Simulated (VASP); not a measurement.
Be:

```
Be
1.0
     2.26996    0.00000    0.00000
    -1.13498    1.96584    0.00000
     0.00000    0.00000    3.56014
Be
2
Cartesian
  1.1350 0.6553 2.6701
  0.0000 1.3106 0.8900
```

Base run:

| Quantity | Value |
| --- | --- |
| Program | VASP 6.6.1 |
| Functional | PBE |
| Potentials or basis | VASP PAW PBE potentials, release 64 (Be) |
| Cutoff | 520 eV |
| k mesh | 13 × 13 × 8 |
| Occupations | fermi-dirac, width 0.05 eV |
| Spin | no spin polarisation |

Its results: band gap on the k mesh zero (band 2 reaches 8.08 eV, above the bottom of band 3 at 6.45 eV); pressure -0.3 GPa.

Q: The run is repeated on the same cell with these changes: functional from PBE to PBEsol. What comes out?

A: Band gap on the k mesh zero (band 2 reaches 8.06 eV, above the bottom of band 3 at 6.44 eV); pressure -1.2 GPa.

PBEsol binds more tightly than PBE, so the same cell stands under less pressure.

Caveats: the PAW data sets were made with another functional, which shifts forces and pressure a little (some runs).
